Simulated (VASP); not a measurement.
# Ge (Ia-3) in VASP: single point with LDA

Aim: the single point of Ge with LDA.

All numbers are computed with VASP 6.6.1; they aren't measurements. Logs are shortened: lines on timing, memory, paths and dates and some standing lists are left out, and cuts for length are marked.

### 1 The cell of the first run

It takes space group Ia-3 (No. 206, cubic). Conventional cell: a = 6.968 Å, b = 6.968 Å, c = 6.968 Å, α = 90.00°, β = 90.00°, γ = 90.00°. Ge (site symmetry 3) has 4 Ge at 2.43 to 2.51 Å within 3.2 Å.

### 2 Single point, LDA

INCAR

```
SYSTEM = Ge
PREC = Accurate
ENCUT = 520
EDIFF = 1E-6
ISMEAR = 0
SIGMA = 0.1
LREAL = .FALSE.
LASPH = .TRUE.
NELM = 60
ALGO = Normal
ISIF = 2
LWAVE = .FALSE.
LCHARG = .FALSE.
NBANDS = 66
```

KPOINTS

```
Automatic mesh
0
G
  5 5 5
  0 0 0
```

POSCAR

```
Ge
1.0
    6.0347600000      0.0000000000      0.0000000000
   -2.0115866037      5.6896263141      0.0000000000
   -2.0115866037     -2.8448130234      4.9273610032
Ge
8
Direct
    0.5000000000      0.0000000000      0.7988990000
    0.7988990000      0.5000000000      0.0000000000
    1.0000000000      0.7988990000      0.5000000000
    0.7011010000      0.7011010000      0.7011010000
    0.5000000000      0.0000000000      0.2011010000
    0.2011010000      0.5000000000      0.0000000000
    0.0000000000      0.2011010000      0.5000000000
    0.2988990000      0.2988990000      0.2988990000
```

Potentials or basis: VASP PAW LDA potentials, release 64 (Ge_d).

The run is started by

```console
> cat potpaw_LDA.64/Ge_d/POTCAR > POTCAR
> mpirun -np 1 vasp_std > vasp.out
```

OUTCAR:

```text
SYSTEM = Ge
   PREC = Accurate
   ENCUT = 520
   EDIFF = 1E-6
   ISMEAR = 0
   LREAL = .FALSE.
   LASPH = .TRUE.
   NELM = 60
   ISIF = 2

 ion  position               nearest neighbor table
   1  0.500  0.000  0.799-   5 2.43   4 2.51   3 2.51   2 2.51
   2  0.799  0.500  0.000-   6 2.43   4 2.51   1 2.51   3 2.51
   3  0.000  0.799  0.500-   7 2.43   4 2.51   1 2.51   2 2.51
   4  0.701  0.701  0.701-   8 2.43   3 2.51   2 2.51   1 2.51
   5  0.500  0.000  0.201-   1 2.43   8 2.51   7 2.51   6 2.51
   6  0.201  0.500  0.000-   2 2.43   8 2.51   5 2.51   7 2.51
   7  0.000  0.201  0.500-   3 2.43   8 2.51   5 2.51   6 2.51
   8  0.299  0.299  0.299-   4 2.43   7 2.51   6 2.51   5 2.51

  LATTYP: Found a body centered cubic cell.
 ALAT       =     6.9683406210

  Lattice vectors:

 A1 = (   6.0347600000,   0.0000000000,   0.0000000000)
 A2 = (  -2.0115866037,   5.6896263141,   0.0000000000)
 A3 = (  -2.0115866037,  -2.8448130234,   4.9273610032)

Analysis of symmetry for initial positions (statically):
=====================================================================
 Subroutine PRICEL returns:
 Original cell was already a primitive cell.

 Routine SETGRP: Setting up the symmetry group for a
 body centered cubic supercell.

 Subroutine GETGRP returns: Found 24 space group operations
 (whereof  6 operations were pure point group operations)
 out of a pool of 48 trial point group operations.

The static configuration has the point symmetry S_6 .
 The point group associated with its full space group is T_h .

Analysis of symmetry for dynamics (positions and initial velocities):
=====================================================================
 Subroutine PRICEL returns:
 Original cell was already a primitive cell.

 Routine SETGRP: Setting up the symmetry group for a
 body centered cubic supercell.

 Subroutine GETGRP returns: Found 24 space group operations
 (whereof  6 operations were pure point group operations)
 out of a pool of 48 trial point group operations.

The dynamic configuration has the point symmetry S_6 .
 The point group associated with its full space group is T_h .

 Subroutine INISYM returns: Found 24 space group operations
 (whereof  6 operations are pure point group operations),
 and found     1 'primitive' translations

----------------------------------------------------------------------------------------

                                     Primitive cell

  volume of cell :     169.1835

  direct lattice vectors                    reciprocal lattice vectors
     6.034760000  0.000000000  0.000000000     0.165706673  0.058586154  0.101474192
    -2.011586604  5.689626314  0.000000000     0.000000000  0.175758467  0.101474192
    -2.011586604 -2.844813023  4.927361003     0.000000000  0.000000000  0.202948394

  length of vectors
     6.034760000  6.034760000  6.034760000     0.202948394  0.202948394  0.202948394

  position of ions in fractional coordinates (direct lattice)
     0.500000000  0.000000000  0.798899000
     0.798899000  0.500000000  0.000000000
     0.000000000  0.798899000  0.500000000
     0.701101000  0.701101000  0.701101000
     0.500000000  0.000000000  0.201101000
     0.201101000  0.500000000  0.000000000
     0.000000000  0.201101000  0.500000000
     0.298899000  0.298899000  0.298899000

  ion indices of the primitive-cell ions
   primitive index   ion index
                 1           1
                 2           2
                 3           3
                 4           4
                 5           5
                 6           6
                 7           7
                 8           8

----------------------------------------------------------------------------------------

 KPOINTS: Automatic mesh

Automatic generation of k-mesh.
 Grid dimensions read from file:
 generate k-points for:    5    5    5

 Generating k-lattice:

  Cartesian coordinates                     Fractional coordinates (reciprocal lattice)
     0.033141335  0.011717231  0.020294838     0.200000000  0.000000000  0.000000000
     0.000000000  0.035151693  0.020294838     0.000000000  0.200000000  0.000000000
     0.000000000  0.000000000  0.040589679     0.000000000  0.000000000  0.200000000

  Length of vectors
     0.040589679  0.040589679  0.040589679

  Shift w.r.t. Gamma in fractional coordinates (k-lattice)
     0.000000000  0.000000000  0.000000000

 Subroutine IBZKPT returns following result:
 ===========================================

 Found     11 irreducible k-points:

 Following reciprocal coordinates:
            Coordinates               Weight
  0.000000  0.000000  0.000000      1.000000
  0.200000  0.000000 -0.000000     12.000000
  0.400000  0.000000 -0.000000     12.000000
  0.200000  0.200000 -0.000000     24.000000
  0.400000  0.200000 -0.000000     24.000000
  0.200000  0.200000  0.200000      8.000000
 -0.200000  0.200000  0.200000      6.000000
 -0.400000  0.400000  0.200000     12.000000
  0.200000 -0.200000  0.400000     12.000000
 -0.400000 -0.400000  0.200000      8.000000
 -0.400000  0.400000  0.400000      6.000000
   k-points           NKPTS =     11   k-points in BZ     NKDIM =     11   number of bands    NBANDS=     66
   number of dos      NEDOS =    301   number of ions     NIONS =      8
   total plane-waves  NPLWV = 110592
   dimension x,y,z NGX =    48 NGY =   48 NGZ =   48
   dimension x,y,z NGXF=    96 NGYF=   96 NGZF=   96
   ions per type =               8
   NGX,Y,Z   is equivalent  to a cutoff of  13.22, 13.22, 13.22 a.u.
   NGXF,Y,Z  is equivalent  to a cutoff of  26.45, 26.45, 26.45 a.u.
 SYSTEM =  Ge
   PREC   = accura    normal or accurate (medium, high low for compatibility)
   ISTART =      0    job   : 0-new  1-cont  2-samecut
   ICHARG =      2    charge: 1-file 2-atom 10-const
   ISPIN  =      1    spin polarized calculation?
   LNONCOLLINEAR =      F non collinear calculations
   LSORBIT =      F    spin-orbit coupling
   LASPH  =      T    aspherical Exc in radial PAW
   ENCUT  =  520.0 eV  38.22 Ry    6.18 a.u.  11.22 11.22 11.22*2*pi/ulx,y,z
   NELM   =     60;   NELMIN=  2; NELMDL= -5     # of ELM steps
   EDIFF  = 0.1E-05   stopping-criterion for ELM
   LREAL  =      F    real-space projection
   EDIFFG = 0.1E-04   stopping-criterion for IOM
   NSW    =      0    number of steps for IOM
   IBRION =     -1    ionic relax: 0-MD 1-quasi-New 2-CG
   NFREE  =      0    steps in history (QN), initial steepest desc. (CG)
   ISIF   =      2    stress and relaxation
   ISYM   =      2    0-nonsym 1-usesym 2-fastsym
   POTIM  = 0.5000    time-step for ionic-motion
   TEBEG  =    0.0;   TEEND  =   0.0 temperature during run
   PSTRESS=    0.0 pullay stress
   NELECT =     112.0000    total number of electrons
   NUPDOWN=      -1.0000    fix difference up-down
   EMIN   =  10.00;   EMAX   =-10.00  energy-range for DOS
   EFERMI =   0.00;   METHOD = LEGACY
   ISMEAR =     0;   SIGMA  =   0.10  broadening in eV -4-tet -1-fermi 0-gaus
   EFERMI_NEDOS =   21; number of points for ismear=-14 and -15
   IALGO  =     38    algorithm
   IMIX   =      4    mixing-type and parameters
     AMIX     =   0.40;   BMIX     =  1.00
     AMIX_MAG =   1.60;   BMIX_MAG =  1.00
  volume/ion in A,a.u.               =      21.15       142.71
  Fermi-wavevector in a.u.,A,eV,Ry     =   1.426795  2.696251 27.697963  2.035743
  Thomas-Fermi vector in A             =   2.547033
   LORBIT       =      0    0 simple, 1 ext, 2 COOP (PROOUT), +10 PAW based schemes
   GGA     = CA    functional components
   LHFCALC =     F    Hartree Fock is set to
   AEXX    =    0.0000 exact exchange contribution
   IVDW    =     0    specifies the selected vdW correction
   LEPSILON=     F    determine dielectric tensor
   LRPA    =     F    only Hartree local field effects (RPA)
 non-spin polarized calculation
 Gauss-broadening in eV      SIGMA  =   0.10
  energy-cutoff  :      520.00
  volume of cell :      169.18
 maximum number of plane-waves:      4569
 NGX is ok and might be reduce to    48
   NGX = 23   NGY = 23   NGZ = 23

 number of electron     112.0000034 magnetization

 Free energy of the ion-electron system (eV)
  ---------------------------------------------------
  ext. energy  EPLUGINS =         0.00000000
  ---------------------------------------------------
  free energy    TOTEN  =       -40.54657513 eV

  energy without entropy =      -40.53428555  energy(sigma->0) =      -40.54043034

 E-fermi :   5.3081     XC(G=0): -10.7630

 val. band max:        5.2644229496   @ k =  -0.4000  -0.4000   0.2000
 cond. band min:       5.3381866475   @ k =  -0.4000   0.4000   0.4000
 fundamental gap:      0.0737636979
 Fermi energy:         5.3081187386

 k-point     1 :       0.0000    0.0000    0.0000
  band No.  band energies     occupation
      1     -19.6877      2.00000
      2     -19.6781      2.00000
      3     -19.6781      2.00000
      4     -19.6781      2.00000
      5     -19.6587      2.00000
      6     -19.6587      2.00000
[... 58 lines left out ...]
     65      10.0433      0.00000
     66      11.8924      0.00000

 k-point     2 :       0.2000    0.0000   -0.0000
  band No.  band energies     occupation
      1     -19.6881      2.00000
      2     -19.6830      2.00000
      3     -19.6768      2.00000
      4     -19.6747      2.00000
      5     -19.6555      2.00000
      6     -19.6527      2.00000
[... 58 lines left out ...]
     65      10.6067      0.00000
     66      10.8255      0.00000

 k-point     3 :       0.4000    0.0000   -0.0000
  band No.  band energies     occupation
      1     -19.6884      2.00000
      2     -19.6874      2.00000
      3     -19.6722      2.00000
      4     -19.6704      2.00000
      5     -19.6497      2.00000
      6     -19.6443      2.00000
[... 541 lines left out ...]
     65       9.1105      0.00000
     66       9.1105      0.00000

 k-point    11 :      -0.4000    0.4000    0.4000
  band No.  band energies     occupation
      1     -19.6903      2.00000
      2     -19.6900      2.00000
      3     -19.6887      2.00000
      4     -19.6392      2.00000
      5     -19.6339      2.00000
      6     -19.6320      2.00000
[... 58 lines left out ...]
     65       9.1824      0.00000
     66       9.2210      0.00000

------------------------ aborting loop because EDIFF is reached ----------------------------------------

  FORCE on cell =-STRESS in cart. coord.  units (eV):
  Direction    XX          YY          ZZ          XY          YZ          ZX
  --------------------------------------------------------------------------------------
  -------------------------------------------------------------------------------------
  Total       -2.4412402     -2.4412402     -2.4412403     -0.0000000     -0.0000001     -0.0000000
  in kB      -23.1186764    -23.1186765    -23.1186773     -0.0000003     -0.0000006     -0.0000004
  external PRESSURE =     -23.1186767 kB  Pullay stress =       0.0000000 kB

 VOLUME and BASIS-vectors are now :
 -----------------------------------------------------------------------------
  energy-cutoff  :      520.00
  volume of cell :      169.18
      direct lattice vectors                 reciprocal lattice vectors
     6.034760000  0.000000000  0.000000000     0.165706673  0.058586154  0.101474192
    -2.011586604  5.689626314  0.000000000     0.000000000  0.175758467  0.101474192
    -2.011586604 -2.844813023  4.927361003     0.000000000  0.000000000  0.202948394

 POSITION                                       TOTAL-FORCE (eV/Angst)
 -----------------------------------------------------------------------------------
      1.41033     -2.27272      3.93646         0.046343      0.065538     -0.113516
      3.81537      2.84481      0.00000        -0.139028     -0.000000     -0.000000
     -2.61285      3.12303      2.46368         0.046343     -0.131076     -0.000000
      1.41033      1.99450      3.45458         0.046343      0.065538      0.113516
      2.61285     -0.57209      0.99090        -0.046343     -0.065538      0.113516
      0.20780      2.84481      0.00000         0.139028     -0.000000     -0.000000
     -1.41033     -0.27822      2.46368        -0.046343      0.131076     -0.000000
      0.60126      0.85031      1.47278        -0.046343     -0.065538     -0.113516
 -----------------------------------------------------------------------------------
    total drift:                               -0.000000     -0.000000     -0.000000

  FREE ENERGIE OF THE ION-ELECTRON SYSTEM (eV)
  ---------------------------------------------------
  free  energy   TOTEN  =       -40.5465751318 eV

  energy  without entropy=      -40.5342855517  energy(sigma->0) =      -40.54043034
```

Run time: 100 s. Hardware: 1 thread of AMD EPYC 7R43 (Zen 3), shared host; peak memory 0.25 GiB.

Results:

```
Free energy            : -40.5466 eV
Pressure               : -2.3 GPa
Largest force          : 0.139 eV/Å
Band gap on the k mesh : zero (bands 56 and 57 overlap by 0.17 eV)
```

Forces on the atoms (eV/Å):
```
Ge   0.046  0.066 -0.114
Ge  -0.139  0.000  0.000
Ge   0.046 -0.131  0.000
Ge   0.046  0.066  0.114
Ge  -0.046 -0.066  0.114
Ge   0.139  0.000  0.000
Ge  -0.046  0.131  0.000
Ge  -0.046 -0.066 -0.114
```

Caveat: semilocal functionals underestimate gaps, and a narrow one can read as zero.

The gap in the log of VASP goes by the Fermi energy; the results here count the filled bands.